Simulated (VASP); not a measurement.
# AlP (F-43m) in VASP: a series of runs

Runs on AlP. Level: PBE. Tasks: single point.

All numbers are computed with VASP 6.6.1; they aren't measurements. Logs are shortened: lines on timing, memory, paths and dates and some standing lists are left out, and cuts for length are marked.

## Step 1: The cell of the first run

It takes space group F-43m (No. 216, cubic). Conventional cell: a = 5.386 Å, b = 5.386 Å, c = 5.386 Å, α = 90.00°, β = 90.00°, γ = 90.00°. Within 3.1 Å of Al (site symmetry -43m) lie 4 P at 2.33 Å. Within 3.1 Å of P (site symmetry -43m) lie 4 Al at 2.33 Å.

## Step 2: Single point, PBE (volume changed by -5%)

File INCAR:

```
ALGO = Normal
EDIFF = 1E-6
ENCUT = 500
GGA = PE
GGA_COMPAT = False
ISIF = 2
ISMEAR = 0
LASPH = True
LCHARG = True
LELF = True
LREAL = False
LVHAR = True
LWAVE = False
NBANDS = 11
NELM = 120
PREC = Accurate
SIGMA = 0.01
```

File KPOINTS:

```
k-points
0
Gamma
  6 6 6
```

File POSCAR:

```
AlP
1.0
    0.0000000000      2.6928236721      2.6928236721
    2.6928236721      0.0000000000      2.6928236721
    2.6928236721      2.6928236721      0.0000000000
Al P
1 1
Direct
    0.0000000000      0.0000000000      0.0000000000
    0.2500000000      0.2500000000      0.2500000000
```

Potentials or basis: VASP PAW PBE potentials, release 64 (Al, P).

Launch:

```console
$ cat potpaw_PBE.64/Al/POTCAR potpaw_PBE.64/P/POTCAR > POTCAR
$ mpirun -np 1 vasp_std > vasp.out
```

OUTCAR:

```text
EDIFF = 1E-6
   ENCUT = 500
   GGA = PE
   ISIF = 2
   ISMEAR = 0
   LASPH = True
   LREAL = False
   NELM = 120
   PREC = Accurate

 ion  position               nearest neighbor table
   1  0.000  0.000  0.000-   2 2.33   2 2.33   2 2.33   2 2.33
   2  0.250  0.250  0.250-   1 2.33   1 2.33   1 2.33   1 2.33

  LATTYP: Found a face centered cubic cell.
 ALAT       =     5.3856473442

  Lattice vectors:

 A1 = (   0.0000000000,   2.6928236721,   2.6928236721)
 A2 = (   2.6928236721,   0.0000000000,   2.6928236721)
 A3 = (   2.6928236721,   2.6928236721,   0.0000000000)

Analysis of symmetry for initial positions (statically):
=====================================================================
 Subroutine PRICEL returns:
 Original cell was already a primitive cell.

 Routine SETGRP: Setting up the symmetry group for a
 face centered cubic supercell.

 Subroutine GETGRP returns: Found 24 space group operations
 (whereof 24 operations were pure point group operations)
 out of a pool of 48 trial point group operations.

The static configuration has the point symmetry T_d .

Analysis of symmetry for dynamics (positions and initial velocities):
=====================================================================
 Subroutine PRICEL returns:
 Original cell was already a primitive cell.

 Routine SETGRP: Setting up the symmetry group for a
 face centered cubic supercell.

 Subroutine GETGRP returns: Found 24 space group operations
 (whereof 24 operations were pure point group operations)
 out of a pool of 48 trial point group operations.

The dynamic configuration has the point symmetry T_d .

 Subroutine INISYM returns: Found 24 space group operations
 (whereof 24 operations are pure point group operations),
 and found     1 'primitive' translations

----------------------------------------------------------------------------------------

                                     Primitive cell

  volume of cell :      39.0529

  direct lattice vectors                    reciprocal lattice vectors
     0.000000000  2.692823672  2.692823672    -0.185678700  0.185678700  0.185678700
     2.692823672  0.000000000  2.692823672     0.185678700 -0.185678700  0.185678700
     2.692823672  2.692823672  0.000000000     0.185678700  0.185678700 -0.185678700

  length of vectors
     3.808227758  3.808227758  3.808227758     0.321604943  0.321604943  0.321604943

  position of ions in fractional coordinates (direct lattice)
     0.000000000  0.000000000  0.000000000
     0.250000000  0.250000000  0.250000000

  ion indices of the primitive-cell ions
   primitive index   ion index
                 1           1
                 2           2

----------------------------------------------------------------------------------------

 KPOINTS: k-points

Automatic generation of k-mesh.
 Grid dimensions read from file:
 generate k-points for:    6    6    6

 Generating k-lattice:

  Cartesian coordinates                     Fractional coordinates (reciprocal lattice)
    -0.030946450  0.030946450  0.030946450     0.166666667  0.000000000  0.000000000
     0.030946450 -0.030946450  0.030946450     0.000000000  0.166666667  0.000000000
     0.030946450  0.030946450 -0.030946450     0.000000000  0.000000000  0.166666667

  Length of vectors
     0.053600824  0.053600824  0.053600824

  Shift w.r.t. Gamma in fractional coordinates (k-lattice)
     0.000000000  0.000000000  0.000000000

 Subroutine IBZKPT returns following result:
 ===========================================

 Found     16 irreducible k-points:

 Following reciprocal coordinates:
            Coordinates               Weight
  0.000000  0.000000  0.000000      1.000000
  0.166667  0.000000  0.000000      8.000000
  0.333333  0.000000  0.000000      8.000000
  0.500000  0.000000  0.000000      4.000000
  0.166667  0.166667  0.000000      6.000000
  0.333333  0.166667  0.000000     24.000000
[... 8 lines left out ...]
 -0.333333  0.333333  0.166667     24.000000
 -0.333333  0.500000  0.166667     12.000000
   k-points           NKPTS =     16   k-points in BZ     NKDIM =     16   number of bands    NBANDS=     11
   number of dos      NEDOS =    301   number of ions     NIONS =      2
   total plane-waves  NPLWV =  21952
   dimension x,y,z NGX =    28 NGY =   28 NGZ =   28
   dimension x,y,z NGXF=    56 NGYF=   56 NGZF=   56
   ions per type =               1   1
   NGX,Y,Z   is equivalent  to a cutoff of  12.22, 12.22, 12.22 a.u.
   NGXF,Y,Z  is equivalent  to a cutoff of  24.45, 24.45, 24.45 a.u.
 SYSTEM =  unknown system
   PREC   = accura    normal or accurate (medium, high low for compatibility)
   ISTART =      0    job   : 0-new  1-cont  2-samecut
   ICHARG =      2    charge: 1-file 2-atom 10-const
   ISPIN  =      1    spin polarized calculation?
   LNONCOLLINEAR =      F non collinear calculations
   LSORBIT =      F    spin-orbit coupling
   LASPH  =      T    aspherical Exc in radial PAW
   ENCUT  =  500.0 eV  36.75 Ry    6.06 a.u.   6.94  6.94  6.94*2*pi/ulx,y,z
   NELM   =    120;   NELMIN=  2; NELMDL= -5     # of ELM steps
   EDIFF  = 0.1E-05   stopping-criterion for ELM
   LREAL  =      F    real-space projection
   EDIFFG = 0.1E-04   stopping-criterion for IOM
   NSW    =      0    number of steps for IOM
   IBRION =     -1    ionic relax: 0-MD 1-quasi-New 2-CG
   NFREE  =      0    steps in history (QN), initial steepest desc. (CG)
   ISIF   =      2    stress and relaxation
   ISYM   =      2    0-nonsym 1-usesym 2-fastsym
   POTIM  = 0.5000    time-step for ionic-motion
   TEBEG  =    0.0;   TEEND  =   0.0 temperature during run
   PSTRESS=    0.0 pullay stress
   NELECT =       8.0000    total number of electrons
   NUPDOWN=      -1.0000    fix difference up-down
   EMIN   =  10.00;   EMAX   =-10.00  energy-range for DOS
   EFERMI =   0.00;   METHOD = LEGACY
   ISMEAR =     0;   SIGMA  =   0.01  broadening in eV -4-tet -1-fermi 0-gaus
   EFERMI_NEDOS =   21; number of points for ismear=-14 and -15
   IALGO  =     38    algorithm
   IMIX   =      4    mixing-type and parameters
     AMIX     =   0.40;   BMIX     =  1.00
     AMIX_MAG =   1.60;   BMIX_MAG =  1.00
  volume/ion in A,a.u.               =      19.53       131.77
  Fermi-wavevector in a.u.,A,eV,Ry     =   0.965058  1.823696 12.671618  0.931338
  Thomas-Fermi vector in A             =   2.094743
   LORBIT       =      0    0 simple, 1 ext, 2 COOP (PROOUT), +10 PAW based schemes
   GGA     = PE    functional components
   LHFCALC =     F    Hartree Fock is set to
   AEXX    =    0.0000 exact exchange contribution
   IVDW    =     0    specifies the selected vdW correction
   LEPSILON=     F    determine dielectric tensor
   LRPA    =     F    only Hartree local field effects (RPA)
 non-spin polarized calculation
 Gauss-broadening in eV      SIGMA  =   0.01
  energy-cutoff  :      500.00
  volume of cell :       39.05
 maximum number of plane-waves:      1002
   NGX = 13   NGY = 13   NGZ = 13

 number of electron       7.9999999 magnetization

 Free energy of the ion-electron system (eV)
  ---------------------------------------------------
  ext. energy  EPLUGINS =         0.00000000
  ---------------------------------------------------
  free energy    TOTEN  =       -10.31898648 eV

  energy without entropy =      -10.31898648  energy(sigma->0) =      -10.31898648

 E-fermi :   5.0177     XC(G=0):  -9.3678

 val. band max:        4.9692361394   @ k =   0.0000   0.0000   0.0000
 cond. band min:       6.4606789792   @ k =   0.5000   0.5000   0.0000
 fundamental gap:      1.4914428398
 Fermi energy:         5.0176904159

 k-point     1 :       0.0000    0.0000    0.0000
  band No.  band energies     occupation
      1      -6.7781      2.00000
      2       4.9692      2.00000
      3       4.9692      2.00000
      4       4.9692      2.00000
      5       8.6301      0.00000
      6       9.5847      0.00000
      7       9.5847      0.00000
      8       9.5847      0.00000
      9      13.8471      0.00000
     10      13.8471      0.00000
     11      15.5515      0.00000

 k-point     2 :       0.1667    0.0000    0.0000
  band No.  band energies     occupation
      1      -6.4602      2.00000
      2       3.0657      2.00000
      3       4.7176      2.00000
      4       4.7176      2.00000
      5       8.7870      0.00000
      6      10.0339      0.00000
      7      10.0339      0.00000
      8      10.8716      0.00000
      9      13.1890      0.00000
     10      13.1890      0.00000
     11      16.0160      0.00000

 k-point     3 :       0.3333    0.0000    0.0000
  band No.  band energies     occupation
      1      -5.6263      2.00000
      2       0.5081      2.00000
      3       4.3349      2.00000
      4       4.3349      2.00000
      5       8.1789      0.00000
      6      10.0474      0.00000
      7      10.0474      0.00000
      8      13.1214      0.00000
      9      14.1869      0.00000
     10      14.1869      0.00000
     11      15.5457      0.00000

 k-point     4 :       0.5000    0.0000    0.0000
  band No.  band energies     occupation
      1      -4.9947      2.00000
      2      -0.7473      2.00000
      3       4.1815      2.00000
      4       4.1815      2.00000
      5       7.9373      0.00000
      6       9.7945      0.00000
      7       9.7945      0.00000
      8      13.3526      0.00000
      9      16.6311      0.00000
     10      16.6311      0.00000
     11      17.1834      0.00000

 k-point     5 :       0.1667    0.1667    0.0000
  band No.  band energies     occupation
      1      -6.3530      2.00000
      2       3.2785      2.00000
      3       4.1884      2.00000
      4       4.1884      2.00000
      5       8.5912      0.00000
      6       9.8970      0.00000
      7      10.9414      0.00000
      8      10.9414      0.00000
      9      12.1898      0.00000
     10      14.3875      0.00000
     11      17.3938      0.00000
[... 99 lines left out ...]
 k-point    13 :       0.5000    0.5000    0.0000
  band No.  band energies     occupation
      1      -4.2881      2.00000
      2      -0.4827      2.00000
      3       2.7801      2.00000
      4       2.7801      2.00000
      5       6.4607      0.00000
      6       7.4175      0.00000
      7      16.3968      0.00000
      8      16.3968      0.00000
      9      17.2223      0.00000
     10      17.2223      0.00000
     11      17.5083      0.00000

 k-point    14 :       0.5000    0.3333    0.1667
  band No.  band energies     occupation
      1      -4.9621      2.00000
      2       0.4521      2.00000
      3       2.1770      2.00000
      4       3.3074      2.00000
      5       8.8376      0.00000
      6       9.8683      0.00000
      7      10.5979      0.00000
      8      13.3711      0.00000
      9      14.5311      0.00000
     10      16.7333      0.00000
     11      18.6714      0.00000

 k-point    15 :      -0.3333    0.3333    0.1667
  band No.  band energies     occupation
      1      -4.4632      2.00000
      2      -0.1540      2.00000
      3       1.7083      2.00000
      4       2.8937      2.00000
      5       9.0277      0.00000
      6      10.0375      0.00000
      7      12.0159      0.00000
      8      12.7369      0.00000
      9      14.0862      0.00000
     10      17.1651      0.00000
     11      18.1979      0.00000

 k-point    16 :      -0.3333    0.5000    0.1667
  band No.  band energies     occupation
      1      -4.2462      2.00000
      2      -0.1938      2.00000
      3       1.9243      2.00000
      4       2.1744      2.00000
      5       8.2694      0.00000
      6       9.3361      0.00000
      7      12.7894      0.00000
      8      13.1511      0.00000
      9      16.5514      0.00000
     10      17.1514      0.00000
     11      18.5878      0.00000

------------------------ aborting loop because EDIFF is reached ----------------------------------------

  FORCE on cell =-STRESS in cart. coord.  units (eV):
  Direction    XX          YY          ZZ          XY          YZ          ZX
  --------------------------------------------------------------------------------------
  -------------------------------------------------------------------------------------
  Total        1.5425079      1.5425079      1.5425079      0.0000000      0.0000000      0.0000000
  in kB       63.2825898     63.2825898     63.2825898      0.0000000      0.0000000      0.0000000
  external PRESSURE =      63.2825898 kB  Pullay stress =       0.0000000 kB

 VOLUME and BASIS-vectors are now :
 -----------------------------------------------------------------------------
  energy-cutoff  :      500.00
  volume of cell :       39.05
      direct lattice vectors                 reciprocal lattice vectors
     0.000000000  2.692823672  2.692823672    -0.185678700  0.185678700  0.185678700
     2.692823672  0.000000000  2.692823672     0.185678700 -0.185678700  0.185678700
     2.692823672  2.692823672  0.000000000     0.185678700  0.185678700 -0.185678700

 POSITION                                       TOTAL-FORCE (eV/Angst)
 -----------------------------------------------------------------------------------
      0.00000      0.00000      0.00000         0.000000      0.000000     -0.000000
      1.34641      1.34641      1.34641        -0.000000     -0.000000      0.000000
 -----------------------------------------------------------------------------------
    total drift:                                0.000000      0.000000      0.000000

  FREE ENERGIE OF THE ION-ELECTRON SYSTEM (eV)
  ---------------------------------------------------
  free  energy   TOTEN  =       -10.3189864803 eV

  energy  without entropy=      -10.3189864803  energy(sigma->0) =      -10.31898648
```

It used 9.8 s of CPU time on 1 thread of AMD EPYC 7R13 Processor (Zen 3), on a shared host.

What came out:

```
Free energy            : -10.3190 eV
Pressure               : 6.3 GPa
Band gap on the k mesh : 1.49 eV, indirect (least direct gap 3.66 eV)
```

Levels at points of the mesh, in eV from the valence-band top:
| k point | band 1 | band 2 | band 3 | band 4 | band 5 | band 6 | band 7 | band 8 |
| --- | --- | --- | --- | --- | --- | --- | --- | --- |
| (0.00, 0.00, 0.00) | -11.75 | 0.00 | 0.00 | 0.00 | 3.66 | 4.62 | 4.62 | 4.62 |
| (0.50, 0.00, 0.00) | -9.96 | -5.72 | -0.79 | -0.79 | 2.97 | 4.83 | 4.83 | 8.38 |
| (0.50, 0.50, 0.00) | -9.26 | -5.45 | -2.19 | -2.19 | 1.49 | 2.45 | 11.43 | 11.43 |

 A k mesh can miss the band edges.

## Step 3: Single point, PBE (volume changed by -10%)

INCAR is that of step 2.

KPOINTS is that of step 2.

File POSCAR:

```
AlP
1.0
    0.0000000000      2.6447272164      2.6447272164
    2.6447272164      0.0000000000      2.6447272164
    2.6447272164      2.6447272164      0.0000000000
Al P
1 1
Direct
    0.0000000000      0.0000000000      0.0000000000
    0.2500000000      0.2500000000      0.2500000000
```

Potentials or basis: VASP PAW PBE potentials, release 64 (Al, P).

Launch:

```console
$ cat potpaw_PBE.64/Al/POTCAR potpaw_PBE.64/P/POTCAR > POTCAR
$ mpirun -np 1 vasp_std > vasp.out
```

OUTCAR:

```text
EDIFF = 1E-6
   ENCUT = 500
   GGA = PE
   ISIF = 2
   ISMEAR = 0
   LASPH = True
   LREAL = False
   NELM = 120
   PREC = Accurate

 ion  position               nearest neighbor table
   1  0.000  0.000  0.000-   2 2.29   2 2.29   2 2.29   2 2.29
   2  0.250  0.250  0.250-   1 2.29   1 2.29   1 2.29   1 2.29

  LATTYP: Found a face centered cubic cell.
 ALAT       =     5.2894544328

  Lattice vectors:

 A1 = (   0.0000000000,   2.6447272164,   2.6447272164)
[... 399 lines left out ...]
------------------------ aborting loop because EDIFF is reached ----------------------------------------

  FORCE on cell =-STRESS in cart. coord.  units (eV):
  Direction    XX          YY          ZZ          XY          YZ          ZX
  --------------------------------------------------------------------------------------
  -------------------------------------------------------------------------------------
  Total        2.9562953      2.9562953      2.9562953      0.0000000     -0.0000000     -0.0000000
  in kB      128.0223373    128.0223373    128.0223373      0.0000000     -0.0000000     -0.0000000
  external PRESSURE =     128.0223373 kB  Pullay stress =       0.0000000 kB

 VOLUME and BASIS-vectors are now :
 -----------------------------------------------------------------------------
  energy-cutoff  :      500.00
  volume of cell :       37.00
      direct lattice vectors                 reciprocal lattice vectors
     0.000000000  2.644727216  2.644727216    -0.189055414  0.189055414  0.189055414
     2.644727216  0.000000000  2.644727216     0.189055414 -0.189055414  0.189055414
     2.644727216  2.644727216  0.000000000     0.189055414  0.189055414 -0.189055414

 POSITION                                       TOTAL-FORCE (eV/Angst)
 -----------------------------------------------------------------------------------
      0.00000      0.00000      0.00000        -0.000000     -0.000000     -0.000000
      1.32236      1.32236      1.32236         0.000000      0.000000      0.000000
 -----------------------------------------------------------------------------------
    total drift:                                0.000000      0.000000      0.000000

  FREE ENERGIE OF THE ION-ELECTRON SYSTEM (eV)
  ---------------------------------------------------
  free  energy   TOTEN  =       -10.1978593813 eV

  energy  without entropy=      -10.1978593813  energy(sigma->0) =      -10.19785938
```

stdout:

```text
POSCAR found type information on POSCAR AlP
 POSCAR found :  2 types and       2 ions
 scaLAPACK will be used
 LDA part: xc-table for (Slater+PW92), standard interpolation
 POSCAR, INCAR and KPOINTS ok, starting setup
 FFT: planning ... GRIDC
 FFT: planning ... GRID_SOFT
 FFT: planning ... GRID
 WAVECAR not read
 entering main loop
```

It used 9 s of CPU time on 1 thread of AMD EPYC 7R13 Processor (Zen 3) (shared host).

Results:

```yaml
Free_energy: -10.1979 eV
Pressure: 12.8 GPa
Band_gap_on_the_k_mesh: 1.37 eV, indirect (least direct gap 3.67 eV)
```
